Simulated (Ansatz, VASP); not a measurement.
## One calculation of Ge2Sb2Te5, two programs

Contents of INCAR:

```
SYSTEM = Ge2Sb2Te5
PREC = Accurate
ENCUT = 520
EDIFF = 1E-6
ISMEAR = 0
SIGMA = 0.15
LREAL = .FALSE.
LASPH = .TRUE.
NELM = 80
ALGO = Normal
ISIF = 2
LWAVE = .FALSE.
LCHARG = .FALSE.
GGA = PS
NBANDS = 44
```

File KPOINTS:

```
Automatic mesh
0
G
  12 12 4
  0 0 0
```

Contents of POSCAR:

```
Ge2Sb2Te5
1.0
    4.2017341377      0.0000000000      0.0000000000
   -2.1008670688      3.6388085032      0.0000000000
    0.0000000000      0.0000000000     16.2507807014
Ge Sb Te
2 2 5
Direct
    0.0000000000      0.0000000000      0.3381075982
    0.0000000000      0.0000000000      0.6618924018
    0.3333333333      0.6666666667      0.1166940723
    0.6666666667      0.3333333333      0.8833059277
    0.0000000000      0.0000000000      0.0000000000
    0.3333333333      0.6666666667      0.7810582678
    0.6666666667      0.3333333333      0.2189417322
    0.3333333333      0.6666666667      0.4206821615
    0.6666666667      0.3333333333      0.5793178385
```

Input for Ansatz:

```yaml
crystal:
  lattice:
    - [4.2017341377, 0.0, 0.0]
    - [-2.1008670688, 3.6388085032, 0.0]
    - [0.0, 0.0, 16.2507807014]
  atoms:
    - { symbol: Ge, position: [0.0, 0.0, 0.3381075982] }
    - { symbol: Ge, position: [0.0, 0.0, 0.6618924018] }
    - { symbol: Sb, position: [0.3333333333, 0.6666666667, 0.1166940723] }
    - { symbol: Sb, position: [0.6666666667, 0.3333333333, 0.8833059277] }
    - { symbol: Te, position: [0.0, 0.0, 0.0] }
    - { symbol: Te, position: [0.3333333333, 0.6666666667, 0.7810582678] }
    - { symbol: Te, position: [0.6666666667, 0.3333333333, 0.2189417322] }
    - { symbol: Te, position: [0.3333333333, 0.6666666667, 0.4206821615] }
    - { symbol: Te, position: [0.6666666667, 0.3333333333, 0.5793178385] }
basis:
  ecutwfc: 420
kpoints:
  mp_grid: { grid: [12, 12, 4] }
hamiltonian:
  xc: pbesol
scf:
  occupations: { method: gaussian, width: 0.15 }
output:
  forces: true
  stress: true
  eigenvalues: true
```

Change from the starting cell: strain +0.000 along x and y, -0.050 along z, atoms carried along.

Alike in both runs: task single point; functional PBEsol; k mesh 12 × 12 × 4; occupations gaussian, width 0.15 eV; no spin polarisation.

|  | VASP | Ansatz |
| --- | --- | --- |
| version | VASP 6.6.1 | Ansatz 0.2.0 |
| potentials or method | VASP PAW PBE potentials, release 64 (Ge_d, Sb, Te), cutoff 520 eV | scalar-relativistic, plane waves, PAW |
| valence electrons in the cell | 68 | 138 |

```tsv
	VASP	Ansatz	Ansatz less VASP
gap on the k mesh at the Fermi level (eV)	none	none	-
pressure (GPa)	3.3	3.2	-0.12
traceless stress, the component that is largest in VASP (GPa)	1.25	1.27	+0.016
rms of the force components (eV/Å)	0.170	0.156	-0.0134
```

VASP's potentials were made for PBE, not for PBEsol. Atom by atom the forces differ by 0.014 eV/Å (rms over components). A gap of «none» marks a metal or a gap that the smearing closes. VASP's potentials hold 68 valence electrons a cell and Ansatz's 138, so a difference there can come from the potentials and not from the codes.

Neither program's run includes spin-orbit coupling.
